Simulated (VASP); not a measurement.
# BeS (F-43m) in VASP: further runs

BeS is run at these levels: PBEsol+D3(BJ); tasks: single point.

All numbers are computed with VASP 6.6.1; they aren't measurements. Logs are shortened: lines on timing, memory, paths and dates and some standing lists are left out, and cuts for length are marked.

## (1) The cell of the first run

Symmetry: F-43m, No. 216, cubic system. The conventional cell has a = 4.850 Å, b = 4.850 Å, c = 4.850 Å, α = 90.00°, β = 90.00°, γ = 90.00°. Be (site symmetry -43m) has 4 S at 2.10 Å within 2.8 Å. Within 2.8 Å of S (site symmetry -43m) lie 4 Be at 2.10 Å.

## (2) Single point, PBEsol+D3(BJ)

The input, INCAR:

```
SYSTEM = BeS
PREC = Accurate
ENCUT = 600
EDIFF = 1E-6
ISMEAR = 0
SIGMA = 0.01
LREAL = .False.
LASPH = .True.
NELM = 120
ALGO = Normal
ISIF = 2
LWAVE = .False.
LCHARG = .True.
GGA = PS
IVDW = 12
LELF = .True.
LVHAR = .True.
NBANDS = 11
GGA_COMPAT = .False.
```

The input, KPOINTS:

```
regular mesh
0
Gamma
  6 6 6
  0 0 0
```

The input, POSCAR:

```
BeS
1.0
    0.0000000000      2.4250000000      2.4250000000
    2.4250000000      0.0000000000      2.4250000000
    2.4250000000      2.4250000000      0.0000000000
Be S
1 1
Direct
    0.0000000000      0.0000000000      0.0000000000
    0.2500000000      0.2500000000      0.2500000000
```

Potentials or basis: VASP PAW PBE potentials, release 64 (Be, S).

On the command line:

```sh
$ cat potpaw_PBE.64/Be/POTCAR potpaw_PBE.64/S/POTCAR > POTCAR
$ mpirun -np 1 vasp_std > vasp.out
```

OUTCAR:

```text
SYSTEM = BeS
   PREC = Accurate
   ENCUT = 600
   EDIFF = 1E-6
   ISMEAR = 0
   LREAL = .False.
   LASPH = .True.
   NELM = 120
   ISIF = 2
   GGA = PS
   IVDW = 12
 IVDW          = 12

 ion  position               nearest neighbor table
   1  0.000  0.000  0.000-   2 2.10   2 2.10   2 2.10   2 2.10
   2  0.250  0.250  0.250-   1 2.10   1 2.10   1 2.10   1 2.10

  LATTYP: Found a face centered cubic cell.
 ALAT       =     4.8500000000

  Lattice vectors:

 A1 = (   0.0000000000,   2.4250000000,   2.4250000000)
 A2 = (   2.4250000000,   0.0000000000,   2.4250000000)
 A3 = (   2.4250000000,   2.4250000000,   0.0000000000)

Analysis of symmetry for initial positions (statically):
=====================================================================
 Subroutine PRICEL returns:
 Original cell was already a primitive cell.

 Routine SETGRP: Setting up the symmetry group for a
 face centered cubic supercell.

 Subroutine GETGRP returns: Found 24 space group operations
 (whereof 24 operations were pure point group operations)
 out of a pool of 48 trial point group operations.

The static configuration has the point symmetry T_d .

Analysis of symmetry for dynamics (positions and initial velocities):
=====================================================================
 Subroutine PRICEL returns:
 Original cell was already a primitive cell.

 Routine SETGRP: Setting up the symmetry group for a
 face centered cubic supercell.

 Subroutine GETGRP returns: Found 24 space group operations
 (whereof 24 operations were pure point group operations)
 out of a pool of 48 trial point group operations.

The dynamic configuration has the point symmetry T_d .

 Subroutine INISYM returns: Found 24 space group operations
 (whereof 24 operations are pure point group operations),
 and found     1 'primitive' translations

----------------------------------------------------------------------------------------

                                     Primitive cell

  volume of cell :      28.5210

  direct lattice vectors                    reciprocal lattice vectors
     0.000000000  2.425000000  2.425000000    -0.206185567  0.206185567  0.206185567
     2.425000000  0.000000000  2.425000000     0.206185567 -0.206185567  0.206185567
     2.425000000  2.425000000  0.000000000     0.206185567  0.206185567 -0.206185567

  length of vectors
     3.429467889  3.429467889  3.429467889     0.357123878  0.357123878  0.357123878

  position of ions in fractional coordinates (direct lattice)
     0.000000000  0.000000000  0.000000000
     0.250000000  0.250000000  0.250000000

  ion indices of the primitive-cell ions
   primitive index   ion index
                 1           1
                 2           2

----------------------------------------------------------------------------------------

 KPOINTS: regular mesh

Automatic generation of k-mesh.
 Grid dimensions read from file:
 generate k-points for:    6    6    6

 Generating k-lattice:

  Cartesian coordinates                     Fractional coordinates (reciprocal lattice)
    -0.034364261  0.034364261  0.034364261     0.166666667  0.000000000  0.000000000
     0.034364261 -0.034364261  0.034364261     0.000000000  0.166666667  0.000000000
     0.034364261  0.034364261 -0.034364261     0.000000000  0.000000000  0.166666667

  Length of vectors
     0.059520646  0.059520646  0.059520646

  Shift w.r.t. Gamma in fractional coordinates (k-lattice)
     0.000000000  0.000000000  0.000000000

 Subroutine IBZKPT returns following result:
 ===========================================

 Found     16 irreducible k-points:

 Following reciprocal coordinates:
            Coordinates               Weight
  0.000000  0.000000  0.000000      1.000000
  0.166667  0.000000  0.000000      8.000000
  0.333333  0.000000  0.000000      8.000000
  0.500000  0.000000  0.000000      4.000000
  0.166667  0.166667  0.000000      6.000000
  0.333333  0.166667  0.000000     24.000000
[... 8 lines left out ...]
 -0.333333  0.333333  0.166667     24.000000
 -0.333333  0.500000  0.166667     12.000000
   k-points           NKPTS =     16   k-points in BZ     NKDIM =     16   number of bands    NBANDS=     11
   number of dos      NEDOS =    301   number of ions     NIONS =      2
   total plane-waves  NPLWV =  21952
   dimension x,y,z NGX =    28 NGY =   28 NGZ =   28
   dimension x,y,z NGXF=    56 NGYF=   56 NGZF=   56
   ions per type =               1   1
   NGX,Y,Z   is equivalent  to a cutoff of  13.57, 13.57, 13.57 a.u.
   NGXF,Y,Z  is equivalent  to a cutoff of  27.15, 27.15, 27.15 a.u.
 SYSTEM =  BeS
   PREC   = accura    normal or accurate (medium, high low for compatibility)
   ISTART =      0    job   : 0-new  1-cont  2-samecut
   ICHARG =      2    charge: 1-file 2-atom 10-const
   ISPIN  =      1    spin polarized calculation?
   LNONCOLLINEAR =      F non collinear calculations
   LSORBIT =      F    spin-orbit coupling
   LASPH  =      T    aspherical Exc in radial PAW
   ENCUT  =  600.0 eV  44.10 Ry    6.64 a.u.   6.85  6.85  6.85*2*pi/ulx,y,z
   NELM   =    120;   NELMIN=  2; NELMDL= -5     # of ELM steps
   EDIFF  = 0.1E-05   stopping-criterion for ELM
   LREAL  =      F    real-space projection
   EDIFFG = 0.1E-04   stopping-criterion for IOM
   NSW    =      0    number of steps for IOM
   IBRION =     -1    ionic relax: 0-MD 1-quasi-New 2-CG
   NFREE  =      0    steps in history (QN), initial steepest desc. (CG)
   ISIF   =      2    stress and relaxation
   ISYM   =      2    0-nonsym 1-usesym 2-fastsym
   POTIM  = 0.5000    time-step for ionic-motion
   TEBEG  =    0.0;   TEEND  =   0.0 temperature during run
   PSTRESS=    0.0 pullay stress
   NELECT =       8.0000    total number of electrons
   NUPDOWN=      -1.0000    fix difference up-down
   EMIN   =  10.00;   EMAX   =-10.00  energy-range for DOS
   EFERMI =   0.00;   METHOD = LEGACY
   ISMEAR =     0;   SIGMA  =   0.01  broadening in eV -4-tet -1-fermi 0-gaus
   EFERMI_NEDOS =   21; number of points for ismear=-14 and -15
   IALGO  =     38    algorithm
   IMIX   =      4    mixing-type and parameters
     AMIX     =   0.40;   BMIX     =  1.00
     AMIX_MAG =   1.60;   BMIX_MAG =  1.00
  volume/ion in A,a.u.               =      14.26        96.23
  Fermi-wavevector in a.u.,A,eV,Ry     =   1.071642  2.025110 15.625158  1.148417
  Thomas-Fermi vector in A             =   2.207388
   LORBIT       =      0    0 simple, 1 ext, 2 COOP (PROOUT), +10 PAW based schemes
   GGA     = PS    functional components
   LHFCALC =     F    Hartree Fock is set to
   AEXX    =    0.0000 exact exchange contribution
   IVDW    =    12    specifies the selected vdW correction
   LEPSILON=     F    determine dielectric tensor
   LRPA    =     F    only Hartree local field effects (RPA)
 non-spin polarized calculation
 Gauss-broadening in eV      SIGMA  =   0.01
  energy-cutoff  :      600.00
  volume of cell :       28.52
 maximum number of plane-waves:       962
   NGX = 13   NGY = 13   NGZ = 13

 number of electron       7.9999999 magnetization

 Free energy of the ion-electron system (eV)
  ---------------------------------------------------
  ext. energy  EPLUGINS =         0.00000000
  ---------------------------------------------------
  free energy    TOTEN  =       -10.56118592 eV

  energy without entropy =      -10.56118592  energy(sigma->0) =      -10.56118592

 E-fermi :   4.2514     XC(G=0):  -9.9004

 val. band max:        4.1460756068   @ k =   0.0000   0.0000   0.0000
 cond. band min:       7.0727976070   @ k =   0.5000   0.5000   0.0000
 fundamental gap:      2.9267220002
 Fermi energy:         4.2514133113

 k-point     1 :       0.0000    0.0000    0.0000
  band No.  band energies     occupation
      1      -9.5716      2.00000
      2       4.1461      2.00000
      3       4.1461      2.00000
      4       4.1461      2.00000
      5       9.7547      0.00000
      6       9.7547      0.00000
      7       9.7547      0.00000
      8       9.8520      0.00000
      9      16.9394      0.00000
     10      16.9394      0.00000
     11      18.8208      0.00000

 k-point     2 :       0.1667    0.0000    0.0000
  band No.  band energies     occupation
      1      -9.2576      2.00000
      2       2.2240      2.00000
      3       3.8156      2.00000
      4       3.8156      2.00000
      5       9.6277      0.00000
      6      10.3234      0.00000
      7      10.3234      0.00000
      8      11.9036      0.00000
      9      15.9714      0.00000
     10      15.9714      0.00000
     11      18.4727      0.00000

 k-point     3 :       0.3333    0.0000    0.0000
  band No.  band energies     occupation
      1      -8.4717      2.00000
      2      -0.4758      2.00000
      3       3.3082      2.00000
      4       3.3082      2.00000
      5       9.5608      0.00000
      6      10.7355      0.00000
      7      10.7355      0.00000
      8      14.3823      0.00000
      9      16.7154      0.00000
     10      16.7154      0.00000
     11      18.1979      0.00000

 k-point     4 :       0.5000    0.0000    0.0000
  band No.  band energies     occupation
      1      -7.9365      2.00000
      2      -1.7186      2.00000
      3       3.1024      2.00000
      4       3.1024      2.00000
      5       9.5231      0.00000
      6      10.6271      0.00000
      7      10.6271      0.00000
      8      15.1225      0.00000
      9      19.0712      0.00000
     10      19.0712      0.00000
     11      19.1690      0.00000

 k-point     5 :       0.1667    0.1667    0.0000
  band No.  band energies     occupation
      1      -9.1532      2.00000
      2       2.5873      2.00000
      3       3.2002      2.00000
      4       3.2002      2.00000
      5       9.0352      0.00000
      6      11.2960      0.00000
      7      11.3438      0.00000
      8      11.3438      0.00000
      9      14.4332      0.00000
     10      17.5366      0.00000
     11      19.8995      0.00000
[... 99 lines left out ...]
 k-point    13 :       0.5000    0.5000    0.0000
  band No.  band energies     occupation
      1      -7.3872      2.00000
      2      -0.9248      2.00000
      3       1.4726      2.00000
      4       1.4726      2.00000
      5       7.0728      0.00000
      6       8.9564      0.00000
      7      16.8940      0.00000
      8      16.8940      0.00000
      9      19.5484      0.00000
     10      20.5581      0.00000
     11      20.9921      0.00000

 k-point    14 :       0.5000    0.3333    0.1667
  band No.  band energies     occupation
      1      -7.8910      2.00000
      2      -0.2931      2.00000
      3       1.1145      2.00000
      4       2.2057      2.00000
      5       9.7836      0.00000
      6      11.0542      0.00000
      7      11.9088      0.00000
      8      14.3958      0.00000
      9      16.6794      0.00000
     10      18.6920      0.00000
     11      20.7774      0.00000

 k-point    15 :      -0.3333    0.3333    0.1667
  band No.  band energies     occupation
      1      -7.5008      2.00000
      2      -0.7811      2.00000
      3       0.6598      2.00000
      4       1.7201      2.00000
      5      10.1902      0.00000
      6      11.0837      0.00000
      7      13.5645      0.00000
      8      14.3221      0.00000
      9      15.3075      0.00000
     10      19.6080      0.00000
     11      20.4043      0.00000

 k-point    16 :      -0.3333    0.5000    0.1667
  band No.  band energies     occupation
      1      -7.3443      2.00000
      2      -0.4988      2.00000
      3       0.6805      2.00000
      4       0.8964      2.00000
      5       9.1432      0.00000
      6      10.7245      0.00000
      7      14.0810      0.00000
      8      14.5933      0.00000
      9      18.5134      0.00000
     10      18.6173      0.00000
     11      21.1473      0.00000

------------------------ aborting loop because EDIFF is reached ----------------------------------------

 Edisp (eV)   -0.46244

 E8    (eV) :    -0.2627

  FORCE on cell =-STRESS in cart. coord.  units (eV):
  Direction    XX          YY          ZZ          XY          YZ          ZX
  --------------------------------------------------------------------------------------
  -------------------------------------------------------------------------------------
  Total      -0.54538    -0.54538    -0.54538    -0.00000    -0.00000     0.00000
  in kB     -30.63707   -30.63707   -30.63707    -0.00000    -0.00000     0.00000
  external pressure =      -30.64 kB  Pullay stress =        0.00 kB

 VOLUME and BASIS-vectors are now :
 -----------------------------------------------------------------------------
  energy-cutoff  :      600.00
  volume of cell :       28.52
      direct lattice vectors                 reciprocal lattice vectors
     0.000000000  2.425000000  2.425000000    -0.206185567  0.206185567  0.206185567
     2.425000000  0.000000000  2.425000000     0.206185567 -0.206185567  0.206185567
     2.425000000  2.425000000  0.000000000     0.206185567  0.206185567 -0.206185567

 POSITION                                       TOTAL-FORCE (eV/Angst)
 -----------------------------------------------------------------------------------
      0.00000      0.00000      0.00000         0.000000     -0.000000     -0.000000
      1.21250      1.21250      1.21250         0.000000      0.000000      0.000000
 -----------------------------------------------------------------------------------
    total drift:                               -0.000000     -0.000000      0.000000

  FREE ENERGIE OF THE ION-ELECTRON SYSTEM (eV)
  ---------------------------------------------------
  free  energy   TOTEN  =       -11.0236274285 eV

  energy  without entropy=      -11.0236274285  energy(sigma->0) =      -11.02362743
```

Run time: 5.5 s. Hardware: 1 thread of Intel Xeon Platinum 8488C (Sapphire Rapids), shared host; peak memory 0.15 GiB.

What came out:

- Free energy: -11.0236 eV
- Pressure: -3.1 GPa
- Band gap on the k mesh: 2.93 eV, indirect (least direct gap 5.60 eV)
- Dispersion energy per atom: -0.231 eV

Levels at points of the mesh, in eV from the valence-band top:
| k point | band 1 | band 2 | band 3 | band 4 | band 5 | band 6 | band 7 | band 8 | band 9 |
| --- | --- | --- | --- | --- | --- | --- | --- | --- | --- |
| (0.00, 0.00, 0.00) | -13.72 | 0.00 | 0.00 | 0.00 | 5.61 | 5.61 | 5.61 | 5.71 | 12.79 |
| (0.50, 0.00, 0.00) | -12.08 | -5.86 | -1.04 | -1.04 | 5.38 | 6.48 | 6.48 | 10.98 | 14.93 |
| (0.50, 0.50, 0.00) | -11.53 | -5.07 | -2.67 | -2.67 | 2.93 | 4.81 | 12.75 | 12.75 | 15.40 |

Caveat: three body term missing; the PAW data sets were made with another functional, which shifts forces and pressure a little.

## (3) Single point, PBEsol+D3(BJ)

The input, INCAR:

```
ALGO     = Normal         # electronic algorithm
EDIFF    = 1E-6           # SCF threshold, eV
ENCUT    = 600            # plane-wave cutoff, eV
GGA      = PS             # functional
GGA_COMPAT= F            
ISIF     = 2              # what is computed and relaxed
ISMEAR   = 0              # smearing method
IVDW     = 12             # dispersion correction
LASPH    = T              # aspherical terms in the spheres
LCHARG   = T              # write CHGCAR
LELF     = T              # ELF
LREAL    = F              # projectors in reciprocal space
LVHAR    = T            
LWAVE    = F              # write WAVECAR
NBANDS   = 11             # bands
NELM     = 120            # most SCF steps
PREC     = Accurate       # precision mode
SIGMA    = 0.01           # smearing width, eV
```

The input, KPOINTS:

```
k-points
0
Gamma
  6 6 6
```

POSCAR is that of step 2.

Potentials or basis: VASP PAW PBE potentials, release 64 (Be, S).

On the command line:

```sh
$ cat potpaw_PBE.64/Be/POTCAR potpaw_PBE.64/S/POTCAR > POTCAR
$ mpirun -np 1 vasp_std > vasp.out
```

It took 5.8 s on 1 thread of Intel Xeon Platinum 8488C (Sapphire Rapids), shared host; peak memory 0.16 GiB.

It converged, with:

* Free energy: -11.0236 eV
* Pressure: -3.1 GPa
* Band gap on the k mesh: 2.93 eV, indirect (least direct gap 5.60 eV)
* Dispersion energy per atom: -0.231 eV

Levels at points of the mesh, in eV from the valence-band top:
```tsv
k point	band 1	band 2	band 3	band 4	band 5	band 6	band 7	band 8	band 9
(0.00, 0.00, 0.00)	-13.72	0.00	0.00	0.00	5.61	5.61	5.61	5.71	12.79
(0.50, 0.00, 0.00)	-12.08	-5.86	-1.04	-1.04	5.38	6.48	6.48	10.98	14.93
(0.50, 0.50, 0.00)	-11.53	-5.07	-2.67	-2.67	2.93	4.81	12.75	12.75	15.40
```

Caveat: three body term missing; the PAW data sets were made with another functional, which shifts forces and pressure a little. PBEsol gaps usually lie below the measured ones, often by a third to a half.
